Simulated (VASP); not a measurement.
Wanted: the native input for a VASP 6.6.1 run.

- Task: single point
- Functional: PBE
- Potentials or basis: VASP PAW PBE potentials, release 64 (Al, B, As)
- Cutoff: 520 eV
- k mesh: 8 × 8 × 2
- Occupations: gaussian, width 0.02 eV
- Spin: no spin polarisation
- Dipole correction: no
- Further INCAR settings: ALGO = Normal; EDIFF = 1e-07; NBANDS = 36

The structure of Al5BAs6 lies in POSCAR:

```
Al5BAs6
1.0
    3.9240974997      0.0000000000      0.0000000000
    0.0000000000      3.9240974997      0.0000000000
    0.0000000000      0.0000000000     17.0044094229
Al B As
5 1 6
Direct
    0.0000000000      0.0000000000      0.6536995576
    0.5000000000      0.5000000000      0.8267394372
    0.0000000000      0.0000000000      0.0000000000
    0.5000000000      0.5000000000      0.1732605628
    0.0000000000      0.0000000000      0.3463004424
    0.5000000000      0.5000000000      0.5000000000
    0.5000000000      0.0000000000      0.7401302166
    0.0000000000      0.5000000000      0.9133669246
    0.5000000000      0.0000000000      0.0866330754
    0.0000000000      0.5000000000      0.2598697834
    0.5000000000      0.0000000000      0.4338934766
    0.0000000000      0.5000000000      0.5661065234
```

These files were run (other wordings do the same):

INCAR

```
ALGO = Normal ; EDIFF = 1E-7
ENCUT = 520 ; GGA = PE
ISIF = 2 ; ISMEAR = 0
LASPH = True ; LCHARG = False
LREAL = False ; LWAVE = False
NBANDS = 36 ; NELM = 80
PREC = Accurate ; SIGMA = 0.02
```

KPOINTS

```
k-points
0
Gamma
  8 8 2
```

Potentials or basis: VASP PAW PBE potentials, release 64 (Al, B, As).

Run with:

```sh
$ cat potpaw_PBE.64/Al/POTCAR potpaw_PBE.64/B/POTCAR potpaw_PBE.64/As/POTCAR > POTCAR
$ mpirun -np 1 vasp_std > vasp.out
```

Results of the run:

The pressure is 0.2 GPa and the band gap on the k mesh is 0.91 eV.

Wall time 3 min on 1 thread of Intel(R) Xeon(R) 6975P-C (Granite Rapids), on a shared host, peak memory 0.46 GiB.
